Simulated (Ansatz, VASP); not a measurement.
**Na in VASP and in Ansatz**

```xyz
1
Lattice="-2.0986 2.0986 2.0986 2.0986 -2.0986 2.0986 2.0986 2.0986 -2.0986" Properties=species:S:1:pos:R:3 pbc="T T T"
Na    0.0000    0.0000    0.0000
```

Alike in both runs: task single point; functional PBE; k mesh 11 × 11 × 11; occupations fermi-dirac, width 0.1 eV; no spin polarisation.

|  | VASP | Ansatz |
| --- | --- | --- |
| version | VASP 6.6.1 | Ansatz 0.2.0 |
| potentials or method | VASP PAW PBE potentials, release 64 (Na_pv), cutoff 520 eV | plane waves (600 eV) with PAW, scalar-relativistic |
| valence electrons in the cell | 7 | 9 |

|  | VASP | Ansatz | Ansatz less VASP |
| --- | --- | --- | --- |
| pressure (GPa) | 0.0 | 0.0 | +0.03 |

VASP's potentials hold 7 valence electrons a cell and Ansatz's 9, so a difference there can come from the potentials and not from the codes.
